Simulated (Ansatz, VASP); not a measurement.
# AlGa3N4 in VASP and in Ansatz

```
Al Ga N
1.0
     4.19182   -0.24616   -0.24616
    -0.24616    4.19182   -0.24616
    -0.24616   -0.24616    4.19182
Al Ga N
1 3 4
Direct
  0.00000 0.00000 0.00000
  0.50000 0.50000 0.00000
  0.50000 0.00000 0.50000
  0.00000 0.50000 0.50000
  0.75481 0.75481 0.24519
  0.75481 0.24519 0.75481
  0.24519 0.75481 0.75481
  0.24519 0.24519 0.24519
```

Alike in both runs: task single point; functional LDA; k mesh 6 × 6 × 6; occupations gaussian, width 0.05 eV; no spin polarisation.

```csv
,VASP,Ansatz
version,VASP 6.6.1,Ansatz 0.2.0
potentials or method,"VASP PAW LDA potentials, release 64 (Al, Ga_d, N), cutoff 520 eV","scalar-relativistic, plane waves, PAW"
valence electrons in the cell,62,62
```

```tsv
	VASP	Ansatz	Ansatz less VASP
gap on the k mesh at the Fermi level (eV)	2.60	2.62	+0.015
least direct gap on the mesh (eV)	2.60	2.62	+0.015
rms of the force components (eV/Å)	4.263	4.194	-0.0692
```

Ansatz warns that its potentials were made for another functional, while VASP's fit it. LDA's correlation is that of Perdew and Zunger in VASP and of Perdew and Wang (1992) in Ansatz. Atom by atom the forces differ by 0.072 eV/Å (rms over components).
